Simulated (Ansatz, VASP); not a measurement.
**Nb in VASP and in Ansatz**

The input INCAR:

```
SYSTEM = Nb
PREC = Accurate
ENCUT = 600
EDIFF = 1E-7
ISMEAR = -1
SIGMA = 0.15
LREAL = .FALSE.
LASPH = .TRUE.
NELM = 60
ALGO = Normal
ISIF = 3
LWAVE = .FALSE.
LCHARG = .FALSE.
GGA = PS
IBRION = 2
NSW = 80
EDIFFG = -0.001
```

The input KPOINTS:

```
regular mesh
0
G
  18 18 18
  0 0 0
```

POSCAR

```
Nb
1.0
   -1.6362027021      1.6362027021      1.6362027021
    1.6362027021     -1.6362027021      1.6362027021
    1.6362027021      1.6362027021     -1.6362027021
Nb
1
Direct
    0.0000000000      0.0000000000      0.0000000000
```

Input for Ansatz:

```yaml
crystal:
  lattice:
    - [-1.6362027021, 1.6362027021, 1.6362027021]
    - [1.6362027021, -1.6362027021, 1.6362027021]
    - [1.6362027021, 1.6362027021, -1.6362027021]
  atoms:
    - { symbol: Nb, position: [0.0, 0.0, 0.0] }
basis:
  ecutwfc: 420
kpoints:
  mp_grid: { grid: [18, 18, 18] }
hamiltonian:
  xc: pbesol
  pseudopotentials: { kind: paw, azcp: { folder: soft_1 } }
scf:
  occupations: { method: fermi_dirac, width: 0.15 }
output:
  forces: true
  stress: true
  eigenvalues: true
relax:
  adjacent_minimum: "off"
  f_tol: 0.001
  max_steps: 60
  cell: { stress_tol: 0.01 }
```

Alike in both runs: task relaxation of cell and atoms; functional PBEsol; k mesh 18 × 18 × 18; occupations fermi-dirac, width 0.15 eV; no spin polarisation.

|  | VASP | Ansatz |
| --- | --- | --- |
| version | VASP 6.6.1 | Ansatz 0.2.0 |
| potentials or method | VASP PAW PBE potentials, release 64 (Nb_sv), cutoff 600 eV | scalar-relativistic, plane waves, PAW |
| valence electrons in the cell | 13 | 13 |

|  | VASP | Ansatz | Ansatz less VASP |
| --- | --- | --- | --- |
| gap on the k mesh at the Fermi level, each at its own relaxed structure (eV) | none | none | - |
| relaxed volume (Å³/atom) | 17.54 | 17.56 | +0.024 |
| relaxed length of the cell vector where the two differ most in proportion (Å) | 2.835 | 2.836 | +0.0013 |

VASP's potentials were made for PBE, not for PBEsol, and Ansatz warns of the same on its side. A gap of «none» marks a metal or a gap that the smearing closes.
